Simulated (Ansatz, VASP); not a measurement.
# MnH4: VASP beside Ansatz

Contents of INCAR:

```
PREC = Accurate ; ENCUT = 520
EDIFF = 1E-6 ; ISMEAR = 0
SIGMA = 0.1 ; LREAL = F
LASPH = T ; NELM = 150
ALGO = Normal ; ISIF = 2
LWAVE = F ; LCHARG = F
ISPIN = 2 ; MAGMOM = 4 0 0 0 0
LORBIT = 11 ; LMAXMIX = 4
GGA = PE ; NBANDS = 20
```

The input KPOINTS:

```
regular mesh
0
Gamma
  6 6 4
```

File POSCAR:

```
MnH4
1.0
    2.9042195400      0.0000000000      0.0000000000
    0.0000000000      2.9042195400      0.0000000000
    0.0000000000      0.0000000000      5.6550497700
Mn H
1 4
Direct
    0.5000000000      0.5000000000      0.5000000000
    0.0000000000      0.5000000000      0.1420885900
    0.5000000000      0.0000000000      0.1420885900
    0.0000000000      0.5000000000      0.8579114100
    0.5000000000      0.0000000000      0.8579114100
```

Input for Ansatz:

```yaml
crystal:
  lattice:
    - [2.90421954, 0.0, 0.0]
    - [0.0, 2.90421954, 0.0]
    - [0.0, 0.0, 5.65504977]
  atoms:
    - { symbol: Mn, position: [0.5, 0.5, 0.5], spin: 4.0 }
    - { symbol: H, position: [0.0, 0.5, 0.14208859] }
    - { symbol: H, position: [0.5, 0.0, 0.14208859] }
    - { symbol: H, position: [0.0, 0.5, 0.85791141] }
    - { symbol: H, position: [0.5, 0.0, 0.85791141] }
basis:
  ecutwfc: 420
kpoints:
  mp_grid: { grid: [6, 6, 4] }
hamiltonian:
  xc: pbe
scf:
  occupations: { method: gaussian, width: 0.1 }
  lower_state_search: "off"
output:
  forces: true
  stress: true
  eigenvalues: true
  populations: true
magnetization:
  spin_polarized: true
```

Alike in both runs: task single point; functional PBE; k mesh 6 × 6 × 4; occupations gaussian, width 0.1 eV; collinear spin.

|  | VASP | Ansatz |
| --- | --- | --- |
| version | VASP 6.6.1 | Ansatz 0.2.0 |
| potentials or method | VASP PAW PBE potentials, release 64 (Mn_pv, H), cutoff 520 eV | scalar-relativistic, plane waves, PAW |
| valence electrons in the cell | 17 | 19 |

Ansatz gave:

| Item | Value |
| --- | --- |
| gap on the k mesh at the Fermi level (eV) | none |
| pressure (GPa) | -19.1 |
| traceless stress, the component that is largest in VASP (GPa) | -20.97 |
| rms of the force components (eV/Å) | 0.187 |
| net moment per atom (μB) | 0.80 |
| size of the moment on the site where the two differ most (μB) | 3.78 |

Problem. Which values does VASP return?

Solution. gap on the k mesh at the Fermi level (eV): none; pressure (GPa): -19.2; traceless stress, the component that is largest in VASP (GPa): -20.96; rms of the force components (eV/Å): 0.192; net moment per atom (μB): 0.80; size of the moment on the site where the two differ most (μB): 3.88.

Site moments also hang on the region over which each program counts them. Atom by atom the forces differ by 0.005 eV/Å (rms over components). A gap of «none» marks a metal or a gap that the smearing closes. VASP's potentials hold 17 valence electrons a cell and Ansatz's 19, so a difference there can come from the potentials and not from the codes.

The k mesh is coarse, so the values compare programs but aren't converged.
